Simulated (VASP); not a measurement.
Set up this calculation in VASP 6.6.1, as the native input.

| Property | Result |
| --- | --- |
| Task | single point |
| Functional | HSE06 |
| Potentials or basis | VASP PAW PBE potentials, release 64 (Cu, I) |
| Cutoff | 520 eV |
| k mesh | 4 × 4 × 4 |
| Occupations | fermi-dirac, width 0.05 eV |
| Spin | no spin polarisation |
| Dipole correction | no |
| Grid for exact exchange (PRECFOCK) | Normal |
| Further INCAR settings | ALGO = Normal; EDIFF = 1e-07; NBANDS = 16 |
| Share of exact exchange | 0.25 |
| Screening parameter | 0.2079 1/Å |

CuI (zinc blende type):

```
Cu I
1.0
     0.00000    3.02456    3.02456
     3.02456    0.00000    3.02456
     3.02456    3.02456    0.00000
Cu I
1 1
Cartesian
  0.0000 0.0000 0.0000
  1.5123 1.5123 1.5123
```

One way to write it, as run:

POSCAR

```
CuI
1.0
    0.0000000000      3.0245631426      3.0245631426
    3.0245631426      0.0000000000      3.0245631426
    3.0245631426      3.0245631426      0.0000000000
Cu I
1 1
Direct
    0.0000000000      0.0000000000      0.0000000000
    0.2500000000      0.2500000000      0.2500000000
```

INCAR.step1

```
PREC = Accurate
ENCUT = 520
EDIFF = 1E-5
ISMEAR = -1
SIGMA = 0.05
LREAL = F
LASPH = T
NELM = 80
ALGO = Normal
ISIF = 2
LWAVE = T
NBANDS = 16
GGA = PE
```

INCAR.step2

```
PREC = Accurate
ENCUT = 520
EDIFF = 1E-7
ISMEAR = -1
SIGMA = 0.05
LREAL = F
LASPH = T
NELM = 80
ALGO = Normal
ISIF = 2
LWAVE = F
LCHARG = T
GGA = PE
LHFCALC = T
HFSCREEN = 0.2079
PRECFOCK = Normal
LELF = T
LVHAR = T
NBANDS = 16
ISTART = 1
```

KPOINTS

```
Automatic mesh
0
Gamma
  4 4 4
```

Potentials or basis: VASP PAW PBE potentials, release 64 (Cu, I).

Launch:

```console
$ cat potpaw_PBE.64/Cu/POTCAR potpaw_PBE.64/I/POTCAR > POTCAR
$ cp INCAR.step1 INCAR
$ mpirun -np 1 vasp_std > vasp.out
$ cp INCAR.step2 INCAR
$ mpirun -np 1 vasp_std > vasp.out
```

Results of the run:

```json
{
  "Pressure": "1.0 GPa",
  "Band gap on the k mesh": "2.61 eV"
}
```

Caveat: the k points lie up to 0.45 Å⁻¹ apart; the PAW data sets were made with another functional, which shifts forces and pressure a little; spin-orbit coupling is left out, which moves the levels of the heavy elements.

Wall time 8.1 min on 1 thread of AMD EPYC 7R13 Processor (Zen 3) (shared host), peak memory 0.25 GiB.
